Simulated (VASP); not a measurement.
# Bi (P-1) in VASP: notebook

Runs on Bi. Level: PBEsol. Tasks: single point.

Program: VASP 6.6.1. These are calculated values, not measurements. Logs are shortened: lines on timing, memory, paths and dates and some standing lists are left out, and cuts for length are marked.

**1. The cell of the first run**

The typed cell holds 2 atoms: a = 3.239 Å, b = 3.222 Å, c = 6.444 Å, α = 89.97°, β = 90.72°, γ = 92.29°.

**2. Single point, PBEsol**

Input file INCAR:

```
SYSTEM = Bi
PREC = Accurate
ENCUT = 520
EDIFF = 1E-6
ISMEAR = -1
SIGMA = 0.05
LREAL = .FALSE.
LASPH = .TRUE.
NELM = 80
ALGO = Fast
ISIF = 2
LWAVE = .FALSE.
LCHARG = .FALSE.
GGA = PS
NBANDS = 22
```

Input file KPOINTS:

```
Automatic mesh
0
G
  7 7 4
  0 0 0
```

Input file POSCAR:

```
Bi
1.0
    3.2383762460     -0.0647675249      0.0000000000
   -0.0644328664      3.2216433200      0.0000000000
   -0.0804548793      0.0016090976      6.4438887882
Bi
2
Direct
    0.5442472500      0.0000000000      0.7495778900
    0.4557527500      0.0000000000      0.2504221100
```

Potentials or basis: VASP PAW PBE potentials, release 64 (Bi_d).

Command:

```sh
$ cat potpaw_PBE.64/Bi_d/POTCAR > POTCAR
$ mpirun -np 1 vasp_std > vasp.out
```

OUTCAR:

```text
SYSTEM = Bi
   PREC = Accurate
   ENCUT = 520
   EDIFF = 1E-6
   ISMEAR = -1
   LREAL = .FALSE.
   LASPH = .TRUE.
   NELM = 80
   ISIF = 2
   GGA = PS

 ion  position               nearest neighbor table
   1  0.544  0.000  0.750-   2 3.23   2 3.24
   2  0.456  0.000  0.250-   1 3.23   1 3.24

  LATTYP: Found a triclinic cell.
 ALAT       =     4.6592965429
 B/A-ratio  =     0.6915824212
 C/A-ratio  =     1.3831253641
 COS(alpha) =     0.0004992794
 COS(beta)  =     0.0090259205
 COS(gamma) =     0.7193782804

  Lattice vectors:

 A1 = (   3.3028091124,  -3.2864108449,   0.0000000000)
 A2 = (   0.0644328664,  -3.2216433200,   0.0000000000)
 A3 = (   0.0804548793,  -0.0016090976,  -6.4438887882)

Analysis of symmetry for initial positions (statically):
=====================================================================
 Subroutine PRICEL returns:
 Original cell was already a primitive cell.

 Routine SETGRP: Setting up the symmetry group for a
 triclinic supercell.

 Subroutine GETGRP returns: Found  2 space group operations
 (whereof  2 operations were pure point group operations)
 out of a pool of  2 trial point group operations.

The static configuration has the point symmetry S_2 .

Analysis of symmetry for dynamics (positions and initial velocities):
=====================================================================
 Subroutine PRICEL returns:
 Original cell was already a primitive cell.

 Routine SETGRP: Setting up the symmetry group for a
 triclinic supercell.

 Subroutine GETGRP returns: Found  2 space group operations
 (whereof  2 operations were pure point group operations)
 out of a pool of  2 trial point group operations.

The dynamic configuration has the point symmetry S_2 .

 Subroutine INISYM returns: Found  2 space group operations
 (whereof  2 operations are pure point group operations),
 and found     1 'primitive' translations

----------------------------------------------------------------------------------------

                                     Primitive cell

  volume of cell :      67.2015

[... 78 lines left out ...]
 SYSTEM =  Bi
   PREC   = accura    normal or accurate (medium, high low for compatibility)
   ISTART =      0    job   : 0-new  1-cont  2-samecut
   ICHARG =      2    charge: 1-file 2-atom 10-const
   ISPIN  =      1    spin polarized calculation?
   LNONCOLLINEAR =      F non collinear calculations
   LSORBIT =      F    spin-orbit coupling
   LASPH  =      T    aspherical Exc in radial PAW
   ENCUT  =  520.0 eV  38.22 Ry    6.18 a.u.   6.02  5.99 11.98*2*pi/ulx,y,z
   NELM   =     80;   NELMIN=  2; NELMDL= -5     # of ELM steps
   EDIFF  = 0.1E-05   stopping-criterion for ELM
   LREAL  =      F    real-space projection
   EDIFFG = 0.1E-04   stopping-criterion for IOM
   NSW    =      0    number of steps for IOM
   IBRION =     -1    ionic relax: 0-MD 1-quasi-New 2-CG
   NFREE  =      0    steps in history (QN), initial steepest desc. (CG)
   ISIF   =      2    stress and relaxation
   ISYM   =      2    0-nonsym 1-usesym 2-fastsym
   POTIM  = 0.5000    time-step for ionic-motion
   TEBEG  =    0.0;   TEEND  =   0.0 temperature during run
   PSTRESS=    0.0 pullay stress
   NELECT =      30.0000    total number of electrons
   NUPDOWN=      -1.0000    fix difference up-down
   EMIN   =  10.00;   EMAX   =-10.00  energy-range for DOS
   EFERMI =   0.00;   METHOD = LEGACY
   ISMEAR =    -1;   SIGMA  =   0.05  broadening in eV -4-tet -1-fermi 0-gaus
   EFERMI_NEDOS =   21; number of points for ismear=-14 and -15
   IALGO  =     68    algorithm
   IMIX   =      4    mixing-type and parameters
     AMIX     =   0.40;   BMIX     =  1.00
     AMIX_MAG =   1.60;   BMIX_MAG =  1.00
  volume/ion in A,a.u.               =      33.60       226.75
  Fermi-wavevector in a.u.,A,eV,Ry     =   1.251187  2.364401 21.299499  1.565469
  Thomas-Fermi vector in A             =   2.385146
   LORBIT       =      0    0 simple, 1 ext, 2 COOP (PROOUT), +10 PAW based schemes
   GGA     = PS    functional components
   LHFCALC =     F    Hartree Fock is set to
   AEXX    =    0.0000 exact exchange contribution
   IVDW    =     0    specifies the selected vdW correction
   LEPSILON=     F    determine dielectric tensor
   LRPA    =     F    only Hartree local field effects (RPA)
 non-spin polarized calculation
 RMM-DIIS sequential band-by-band and
  energy-cutoff  :      520.00
  volume of cell :       67.20
 maximum number of plane-waves:      1834
   NGX = 13   NGY = 11   NGZ = 23

 number of electron      30.0000019 magnetization

 Free energy of the ion-electron system (eV)
  ---------------------------------------------------
  ext. energy  EPLUGINS =         0.00000000
  ---------------------------------------------------
  free energy    TOTEN  =        -8.58599212 eV

  energy without entropy =       -8.57841114  energy(sigma->0) =       -8.58220163

 E-fermi :   6.6159     XC(G=0):  -9.9536

 val. band max:        6.5892259255   @ k =   0.4286   0.2857   0.5000
 cond. band min:       6.6313284194   @ k =   0.4286   0.2857   0.5000
 fundamental gap:      0.0421024939
 Fermi energy:         6.6158608716

 k-point     1 :       0.0000    0.0000    0.0000
  band No.  band energies     occupation
      1     -16.2366      2.00000
      2     -16.2198      2.00000
      3     -16.2088      2.00000
      4     -15.9779      2.00000
      5     -15.9738      2.00000
      6     -15.9589      2.00000
[... 589 lines left out ...]
     21      14.0461      0.00000
     22      14.1900      0.00000

 [... further k-points ...]

------------------------ aborting loop because EDIFF is reached ----------------------------------------

  FORCE on cell =-STRESS in cart. coord.  units (eV):
  Direction    XX          YY          ZZ          XY          YZ          ZX
  --------------------------------------------------------------------------------------
  -------------------------------------------------------------------------------------
  Total       -0.3228935      0.0305881     -0.3852480     -0.0757365      0.0118195      0.0534296
  in kB       -7.6982282      0.7292617     -9.1848477     -1.8056625      0.2817927      1.2738361
  external PRESSURE =      -5.3846047 kB  Pullay stress =       0.0000000 kB

 VOLUME and BASIS-vectors are now :
 -----------------------------------------------------------------------------
  energy-cutoff  :      520.00
  volume of cell :       67.20
      direct lattice vectors                 reciprocal lattice vectors
     3.238376246 -0.064767525  0.000000000     0.308920300  0.006178406  0.003855467
    -0.064432866  3.221643320  0.000000000     0.006210496  0.310524804 -0.000000000
    -0.080454879  0.001609098  6.443888788     0.000000000  0.000000000  0.155185794

 POSITION                                       TOTAL-FORCE (eV/Angst)
 -----------------------------------------------------------------------------------
      1.70217     -0.03404      4.83020        -0.003520      0.003897      0.008834
      1.45575     -0.02912      1.61369         0.003520     -0.003897     -0.008834
 -----------------------------------------------------------------------------------
    total drift:                                0.000000     -0.000000      0.000000

  FREE ENERGIE OF THE ION-ELECTRON SYSTEM (eV)
  ---------------------------------------------------
  free  energy   TOTEN  =        -8.5859921234 eV

  energy  without entropy=       -8.5784111353  energy(sigma->0) =       -8.58220163
```

stdout:

```text
POSCAR found type information on POSCAR Bi
 POSCAR found :  1 types and       2 ions
 scaLAPACK will be used
 -----------------------------------------------------------------------------
|                                                                             |
|                                                                             |
|     You enforced a specific xc type in the INCAR file but a different       |
|     I HOPE YOU KNOW WHAT YOU ARE DOING!                                     |
|                                                                             |
 -----------------------------------------------------------------------------

 LDA part: xc-table for (Slater+PW92), standard interpolation
 POSCAR, INCAR and KPOINTS ok, starting setup
 FFT: planning ... GRIDC
 FFT: planning ... GRID_SOFT
 FFT: planning ... GRID
 WAVECAR not read
 entering main loop
WARNING in EDDRMM: call to ZHEGV failed, returncode =   8  4     21
```

It took 50 s on 1 thread of Intel Xeon Platinum 8559C (Emerald Rapids), shared host; peak memory 0.24 GiB.

What came out:

```
Free energy            : -8.5860 eV
Pressure               : -0.5 GPa
Largest force          : 0.010 eV/Å
Band gap on the k mesh : zero (band 15 reaches 10.55 eV, above the bottom of band 16 at 4.60 eV)
```

Forces on the atoms (eV/Å):
```
Bi  -0.004  0.004  0.009
Bi   0.004 -0.004 -0.009
```

Stress tensor (GPa, compression positive):
```
-0.77 -0.18  0.13
-0.18  0.07  0.03
 0.13  0.03 -0.92
```

Caveat: the PAW data sets were made with another functional, which shifts forces and pressure a little; spin-orbit coupling is left out, which moves the levels of the heavy elements.

**3. Single point, PBEsol**

Input file INCAR:

```
PREC = Accurate
ENCUT = 520
EDIFF = 1E-6
ISMEAR = -1
SIGMA = 0.05
LREAL = F
LASPH = T
NELM = 100
ALGO = Fast
ISIF = 2
LWAVE = F
LCHARG = T
GGA = PS
LELF = T
LVHAR = T
NBANDS = 22
```

Input file KPOINTS:

```
Automatic mesh
0
Gamma
  7 7 4
```

Input file POSCAR:

```
Bi
1.0
    3.2383762460      0.0647675249      0.0000000000
    0.0644328664      3.2216433200      0.0000000000
   -0.0804548793     -0.0016090976      6.4438887882
Bi
2
Direct
    0.5442472500      0.0000000000      0.7495778900
    0.4557527500      0.0000000000      0.2504221100
```

Potentials or basis: VASP PAW PBE potentials, release 64 (Bi_d).

Command:

```sh
$ cat potpaw_PBE.64/Bi_d/POTCAR > POTCAR
$ mpirun -np 1 vasp_std > vasp.out
```

Wall time 52 s (1 thread of Intel Xeon Platinum 8559C (Emerald Rapids), shared host); peak memory 0.23 GiB.

It converged, with:

```yaml
Free_energy: -8.5860 eV
Pressure: -0.5 GPa
Largest_force: 0.010 eV/Å
Band_gap_on_the_k_mesh: zero (band 15 reaches 10.55 eV, above the bottom of band 16 at 4.60 eV)
```

Forces in eV/Å, atoms in the order of the input:
```
Bi  -0.004 -0.004  0.009
Bi   0.004  0.004 -0.009
```

Stress tensor (GPa, compression positive):
```
-0.77  0.18  0.13
 0.18  0.08 -0.03
 0.13 -0.03 -0.92
```

Levels at points of the mesh, in eV from the Fermi level:
| k point | band 11 | band 12 | band 13 | band 14 | band 15 | band 16 | band 17 | band 18 | band 19 | band 20 |
| --- | --- | --- | --- | --- | --- | --- | --- | --- | --- | --- |
| (0.00, 0.00, 0.00) | -13.20 | -11.24 | -5.04 | 3.22 | 3.28 | 3.39 | 4.87 | 5.30 | 6.51 | 8.00 |
| (0.00, 0.00, 0.50) | -12.45 | -12.42 | -1.81 | -1.78 | 3.93 | 4.01 | 4.18 | 4.21 | 7.65 | 7.72 |

Caveat: the PAW data sets were made with another functional, which shifts forces and pressure a little; spin-orbit coupling is left out, which moves the levels of the heavy elements.
